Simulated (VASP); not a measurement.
# CdAu2S2 (P4/mmm) in VASP: single point with PBE

Aim: the single point of CdAu2S2 with PBE.

Everything below comes from runs of VASP 6.6.1. Logs are shortened: lines on timing, memory, paths and dates and some standing lists are left out, and cuts for length are marked.

### Step 1. The cell of the first run

The structure is tetragonal, space group P4/mmm (No. 123). Conventional cell: a = 5.291 Å, b = 5.291 Å, c = 4.656 Å, α = 90.00°, β = 90.00°, γ = 90.00°. Within 3.6 Å of Cd (site symmetry 4/mmm) lie 4 S at 2.65 Å and 8 Au at 3.52 Å. S (site symmetry mmm) has 2 Au at 2.33 Å and 2 Cd at 2.65 Å within 3.1 Å. Within 3.1 Å of Au (site symmetry mmm) lie 2 S at 2.33 Å.

The cell was generated, and may not be a known phase.

### Step 2. Single point, PBE

INCAR reads:

```
ALGO     = Normal         # electronic algorithm
EDIFF    = 1E-6           # SCF threshold, eV
ENCUT    = 630            # plane-wave cutoff, eV
GGA      = PE             # functional
GGA_COMPAT= F            
ISIF     = 2              # what is computed and relaxed
ISMEAR   = 0              # smearing method
LASPH    = T              # aspherical terms in the spheres
LCHARG   = T              # write CHGCAR
LELF     = T              # ELF
LREAL    = F              # projectors in reciprocal space
LVHAR    = T            
LWAVE    = F              # write WAVECAR
NBANDS   = 43             # bands
NELM     = 120            # most SCF steps
PREC     = Accurate       # precision mode
SIGMA    = 0.1            # smearing width, eV
```

KPOINTS reads:

```
k-points
0
Gamma
  4 4 4
```

POSCAR reads:

```
CdAu2S2
1.0
    5.2905698549      0.0000000000      0.0000000000
    0.0000000000      5.2905698549      0.0000000000
    0.0000000000      0.0000000000      4.6555340838
Cd S Au
1 2 2
Direct
    0.0000000000      0.0000000000      0.5000000000
    0.0000000000      0.5000000000      0.5000000000
    0.5000000000      0.0000000000      0.5000000000
    0.0000000000      0.5000000000      0.0000000000
    0.5000000000      0.0000000000      0.0000000000
```

Potentials or basis: VASP PAW PBE potentials, release 64 (Cd_sv_GW, S, Au_sv_GW).

The run is started by

```console
$ cat potpaw_PBE.64/Cd_sv_GW/POTCAR potpaw_PBE.64/S/POTCAR potpaw_PBE.64/Au_sv_GW/POTCAR > POTCAR
$ mpirun -np 1 vasp_std > vasp.out
```

OUTCAR:

```text
EDIFF = 1E-6
   ENCUT = 630
   GGA = PE
   ISIF = 2
   ISMEAR = 0
   LASPH = T
   LREAL = F
   NELM = 120
   PREC = Accurate

 ion  position               nearest neighbor table
   1  0.000  0.000  0.500-   2 2.65   3 2.65   2 2.65   3 2.65
   2  0.000  0.500  0.500-   4 2.33   4 2.33   1 2.65   1 2.65
   3  0.500  0.000  0.500-   5 2.33   5 2.33   1 2.65   1 2.65
   4  0.000  0.500  0.000-   2 2.33   2 2.33
   5  0.500  0.000  0.000-   3 2.33   3 2.33

  LATTYP: Found a simple tetragonal cell.
 ALAT       =     5.2905698549
 C/A-ratio  =     0.8799683610

  Lattice vectors:

 A1 = (   5.2905698549,   0.0000000000,   0.0000000000)
 A2 = (   0.0000000000,   5.2905698549,   0.0000000000)
 A3 = (   0.0000000000,   0.0000000000,   4.6555340838)

Analysis of symmetry for initial positions (statically):
=====================================================================
 Subroutine PRICEL returns:
 Original cell was already a primitive cell.

 Routine SETGRP: Setting up the symmetry group for a
 simple tetragonal supercell.

 Subroutine GETGRP returns: Found 16 space group operations
 (whereof 16 operations were pure point group operations)
 out of a pool of 16 trial point group operations.

The static configuration has the point symmetry D_4h.

Analysis of symmetry for dynamics (positions and initial velocities):
=====================================================================
 Subroutine PRICEL returns:
 Original cell was already a primitive cell.

 Routine SETGRP: Setting up the symmetry group for a
 simple tetragonal supercell.

 Subroutine GETGRP returns: Found 16 space group operations
 (whereof 16 operations were pure point group operations)
 out of a pool of 16 trial point group operations.

The dynamic configuration has the point symmetry D_4h.

 Subroutine INISYM returns: Found 16 space group operations
 (whereof 16 operations are pure point group operations),
 and found     1 'primitive' translations

----------------------------------------------------------------------------------------

                                     Primitive cell

  volume of cell :     130.3090

  direct lattice vectors                    reciprocal lattice vectors
     5.290569855  0.000000000  0.000000000     0.189015555  0.000000000  0.000000000
     0.000000000  5.290569855  0.000000000     0.000000000  0.189015555  0.000000000
     0.000000000  0.000000000  4.655534084     0.000000000  0.000000000  0.214798127

  length of vectors
     5.290569855  5.290569855  4.655534084     0.189015555  0.189015555  0.214798127

  position of ions in fractional coordinates (direct lattice)
     0.000000000  0.000000000  0.500000000
     0.000000000  0.500000000  0.500000000
     0.500000000  0.000000000  0.500000000
     0.000000000  0.500000000  0.000000000
     0.500000000  0.000000000  0.000000000

  ion indices of the primitive-cell ions
   primitive index   ion index
                 1           1
                 2           2
                 3           3
                 4           4
                 5           5

----------------------------------------------------------------------------------------

 KPOINTS: k-points

Automatic generation of k-mesh.
 Grid dimensions read from file:
 generate k-points for:    4    4    4

 Generating k-lattice:

  Cartesian coordinates                     Fractional coordinates (reciprocal lattice)
     0.047253889  0.000000000  0.000000000     0.250000000  0.000000000  0.000000000
     0.000000000  0.047253889  0.000000000     0.000000000  0.250000000  0.000000000
     0.000000000  0.000000000  0.053699532     0.000000000  0.000000000  0.250000000

  Length of vectors
     0.047253889  0.047253889  0.053699532

  Shift w.r.t. Gamma in fractional coordinates (k-lattice)
     0.000000000  0.000000000  0.000000000

 Subroutine IBZKPT returns following result:
 ===========================================

 Found     18 irreducible k-points:

 Following reciprocal coordinates:
            Coordinates               Weight
  0.000000  0.000000  0.000000      1.000000
  0.250000  0.000000  0.000000      4.000000
  0.500000  0.000000  0.000000      2.000000
  0.250000  0.250000  0.000000      4.000000
  0.500000  0.250000  0.000000      4.000000
  0.500000  0.500000  0.000000      1.000000
[... 10 lines left out ...]
  0.500000  0.250000  0.500000      4.000000
  0.500000  0.500000  0.500000      1.000000
   k-points           NKPTS =     18   k-points in BZ     NKDIM =     18   number of bands    NBANDS=     43
   number of dos      NEDOS =    301   number of ions     NIONS =      5
   total plane-waves  NPLWV =  92160
   dimension x,y,z NGX =    48 NGY =   48 NGZ =   40
   dimension x,y,z NGXF=    96 NGYF=   96 NGZF=   80
   ions per type =               1   2   2
   NGX,Y,Z   is equivalent  to a cutoff of  15.08, 15.08, 14.28 a.u.
   NGXF,Y,Z  is equivalent  to a cutoff of  30.17, 30.17, 28.57 a.u.
 SYSTEM =  unknown system
   PREC   = accura    normal or accurate (medium, high low for compatibility)
   ISTART =      0    job   : 0-new  1-cont  2-samecut
   ICHARG =      2    charge: 1-file 2-atom 10-const
   ISPIN  =      1    spin polarized calculation?
   LNONCOLLINEAR =      F non collinear calculations
   LSORBIT =      F    spin-orbit coupling
   LASPH  =      T    aspherical Exc in radial PAW
   ENCUT  =  630.0 eV  46.30 Ry    6.80 a.u.  10.83 10.83  9.53*2*pi/ulx,y,z
   NELM   =    120;   NELMIN=  2; NELMDL= -5     # of ELM steps
   EDIFF  = 0.1E-05   stopping-criterion for ELM
   LREAL  =      F    real-space projection
   EDIFFG = 0.1E-04   stopping-criterion for IOM
   NSW    =      0    number of steps for IOM
   IBRION =     -1    ionic relax: 0-MD 1-quasi-New 2-CG
   NFREE  =      0    steps in history (QN), initial steepest desc. (CG)
   ISIF   =      2    stress and relaxation
   ISYM   =      2    0-nonsym 1-usesym 2-fastsym
   POTIM  = 0.5000    time-step for ionic-motion
   TEBEG  =    0.0;   TEEND  =   0.0 temperature during run
   PSTRESS=    0.0 pullay stress
   NELECT =      70.0000    total number of electrons
   NUPDOWN=      -1.0000    fix difference up-down
   EMIN   =  10.00;   EMAX   =-10.00  energy-range for DOS
   EFERMI =   0.00;   METHOD = LEGACY
   ISMEAR =     0;   SIGMA  =   0.10  broadening in eV -4-tet -1-fermi 0-gaus
   EFERMI_NEDOS =   21; number of points for ismear=-14 and -15
   IALGO  =     38    algorithm
   IMIX   =      4    mixing-type and parameters
     AMIX     =   0.40;   BMIX     =  1.00
     AMIX_MAG =   1.60;   BMIX_MAG =  1.00
  volume/ion in A,a.u.               =      26.06       175.87
  Fermi-wavevector in a.u.,A,eV,Ry     =   1.330810  2.514866 24.096668  1.771055
  Thomas-Fermi vector in A             =   2.459869
   LORBIT       =      0    0 simple, 1 ext, 2 COOP (PROOUT), +10 PAW based schemes
   GGA     = PE    functional components
   LHFCALC =     F    Hartree Fock is set to
   AEXX    =    0.0000 exact exchange contribution
   IVDW    =     0    specifies the selected vdW correction
   LEPSILON=     F    determine dielectric tensor
   LRPA    =     F    only Hartree local field effects (RPA)
 non-spin polarized calculation
 Gauss-broadening in eV      SIGMA  =   0.10
  energy-cutoff  :      630.00
  volume of cell :      130.31
 maximum number of plane-waves:      4708
 NGX is ok and might be reduce to    48
   NGX = 21   NGY = 21   NGZ = 19

 number of electron      70.0000017 magnetization

 Free energy of the ion-electron system (eV)
  ---------------------------------------------------
  ext. energy  EPLUGINS =         0.00000000
  ---------------------------------------------------
  free energy    TOTEN  =       -13.59997642 eV

  energy without entropy =      -13.59266124  energy(sigma->0) =      -13.59631883

 E-fermi :   3.2345     XC(G=0):  -9.3976

 val. band max:        3.1749183301   @ k =   0.2500   0.0000   0.5000
 cond. band min:       3.2359043182   @ k =   0.0000   0.0000   0.2500
 fundamental gap:      0.0609859881
 Fermi energy:         3.2344593772

 k-point     1 :       0.0000    0.0000    0.0000
  band No.  band energies     occupation
      1    -101.9313      2.00000
      2    -101.9311      2.00000
      3     -99.3136      2.00000
      4     -60.4553      2.00000
      5     -60.3337      2.00000
      6     -60.3337      2.00000
[... 35 lines left out ...]
     42       9.5256      0.00000
     43      10.7694      0.00000

 k-point     2 :       0.2500    0.0000    0.0000
  band No.  band energies     occupation
      1    -101.9313      2.00000
      2    -101.9312      2.00000
      3     -99.3136      2.00000
      4     -60.4554      2.00000
      5     -60.3337      2.00000
      6     -60.3337      2.00000
[... 35 lines left out ...]
     42      10.0108      0.00000
     43      10.6909      0.00000

 k-point     3 :       0.5000    0.0000    0.0000
  band No.  band energies     occupation
      1    -101.9312      2.00000
      2    -101.9312      2.00000
      3     -99.3136      2.00000
      4     -60.4553      2.00000
      5     -60.3337      2.00000
      6     -60.3337      2.00000
[... 35 lines left out ...]
     42       9.9002      0.00000
     43      10.2720      0.00000

 k-point     4 :       0.2500    0.2500    0.0000
  band No.  band energies     occupation
      1    -101.9312      2.00000
      2    -101.9312      2.00000
      3     -99.3136      2.00000
      4     -60.4553      2.00000
      5     -60.3337      2.00000
      6     -60.3337      2.00000
[... 587 lines left out ...]
     42      10.6668      0.00000
     43      10.8799      0.00000

 k-point    17 :       0.5000    0.2500    0.5000
  band No.  band energies     occupation
      1    -101.9312      2.00000
      2    -101.9312      2.00000
      3     -99.3136      2.00000
      4     -60.4553      2.00000
      5     -60.3337      2.00000
      6     -60.3337      2.00000
[... 35 lines left out ...]
     42      10.2668      0.00000
     43      11.1836      0.00000

 k-point    18 :       0.5000    0.5000    0.5000
  band No.  band energies     occupation
      1    -101.9312      2.00000
      2    -101.9312      2.00000
      3     -99.3136      2.00000
      4     -60.4554      2.00000
      5     -60.3337      2.00000
      6     -60.3337      2.00000
[... 35 lines left out ...]
     42      10.4468      0.00000
     43      10.8269      0.00000

------------------------ aborting loop because EDIFF is reached ----------------------------------------

  FORCE on cell =-STRESS in cart. coord.  units (eV):
  Direction    XX          YY          ZZ          XY          YZ          ZX
  --------------------------------------------------------------------------------------
  -------------------------------------------------------------------------------------
  Total       -0.0745511     -0.0745511     -0.1464691      0.0000000      0.0000000      0.0000000
  in kB       -0.9166218     -0.9166218     -1.8008698      0.0000000      0.0000000      0.0000000
  external PRESSURE =      -1.2113712 kB  Pullay stress =       0.0000000 kB

 VOLUME and BASIS-vectors are now :
 -----------------------------------------------------------------------------
  energy-cutoff  :      630.00
  volume of cell :      130.31
      direct lattice vectors                 reciprocal lattice vectors
     5.290569855  0.000000000  0.000000000     0.189015555  0.000000000  0.000000000
     0.000000000  5.290569855  0.000000000     0.000000000  0.189015555  0.000000000
     0.000000000  0.000000000  4.655534084     0.000000000  0.000000000  0.214798127

 POSITION                                       TOTAL-FORCE (eV/Angst)
 -----------------------------------------------------------------------------------
      0.00000      0.00000      2.32777         0.000000      0.000000      0.000000
      0.00000      2.64528      2.32777         0.000000      0.000000      0.000000
      2.64528      0.00000      2.32777         0.000000      0.000000      0.000000
      0.00000      2.64528      0.00000         0.000000      0.000000      0.000000
      2.64528      0.00000      0.00000         0.000000      0.000000      0.000000
 -----------------------------------------------------------------------------------
    total drift:                                0.000000      0.000000      0.000000

  FREE ENERGIE OF THE ION-ELECTRON SYSTEM (eV)
  ---------------------------------------------------
  free  energy   TOTEN  =       -13.5999764182 eV

  energy  without entropy=      -13.5926612418  energy(sigma->0) =      -13.59631883
```

Wall time 3.7 min (1 thread of Intel Xeon Platinum 8488C (Sapphire Rapids), shared host); peak memory 0.38 GiB.

What came out:

- Free energy: -13.6000 eV
- Pressure: -0.1 GPa
- Band gap on the k mesh: zero (bands 35 and 36 overlap by 1.10 eV)

Stress tensor (GPa, compression positive):
```
-0.09  0.00  0.00
 0.00 -0.09  0.00
 0.00  0.00 -0.18
```

Levels at points of the mesh, in eV from the Fermi level:
```tsv
k point	band 33	band 34	band 35	band 36	band 37	band 38
(0.00, 0.00, 0.00)	-2.62	-1.50	-1.50	-0.73	0.45	2.00
(0.50, 0.00, 0.00)	-2.59	-1.92	-1.77	0.10	0.11	2.97
(0.50, 0.50, 0.00)	-2.75	-0.85	-0.82	0.53	0.53	2.60
(0.00, 0.00, 0.50)	-1.07	-0.41	0.04	0.04	2.88	2.88
(0.50, 0.00, 0.50)	-1.36	-0.38	-0.17	2.37	3.08	4.33
(0.50, 0.50, 0.50)	-0.76	-0.47	0.37	0.51	1.88	4.86
```

Caveat: spin-orbit coupling is left out, which moves the levels of the heavy elements.

The gap in the log of VASP goes by the Fermi energy; the results here count the filled bands.